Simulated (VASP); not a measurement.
**CsPbBr3: single point with PBEsol**

Crystal: CsPbBr3.

```
CELL_PARAMETERS angstrom
5.88220 0.00000 0.00000
0.00000 5.88220 0.00000
0.00000 0.00000 5.88220
ATOMIC_POSITIONS crystal
Cs 0.00000 0.00000 0.00000
Pb 0.50000 0.50000 0.50000
Br 0.50000 0.50000 0.00000
Br 0.50000 0.00000 0.50000
Br 0.00000 0.50000 0.50000
```

```
Program                : VASP 6.6.1
Task                   : single point
Functional             : PBEsol
Potentials or basis    : VASP PAW PBE potentials, release 64 (Cs_sv, Pb_d, Br)
Cutoff                 : 520 eV
k mesh                 : 4 × 4 × 4
Occupations            : fermi-dirac, width 0.02 eV
Spin                   : no spin polarisation
Dipole correction      : no
Further INCAR settings : ALGO = Normal; EDIFF = 1e-06; NBANDS = 30
```

* Pressure: 0.0 GPa
* Band gap on the k mesh: 1.45 eV

Levels at points of the mesh, in eV from the valence-band top:
```tsv
k point	band 20	band 21	band 22	band 23	band 24	band 25
(0.00, 0.00, 0.00)	-2.01	-2.01	-2.01	2.91	4.06	4.06
(0.50, 0.00, 0.00)	-2.12	-2.12	-1.42	2.50	4.38	4.96
(0.50, 0.50, 0.00)	-2.24	-1.65	-0.70	2.01	2.01	4.80
(0.50, 0.50, 0.50)	-1.63	-1.63	0.00	1.45	1.45	1.45
```

It took 51 s on 1 thread of AMD EPYC 9R45 96-Core Processor (Zen 5) (shared host), peak memory 0.31 GiB.

Caveat: the PAW data sets were made with another functional, which shifts forces and pressure a little; spin-orbit coupling is left out, which moves the levels of the heavy elements. A k mesh can miss the band edges.
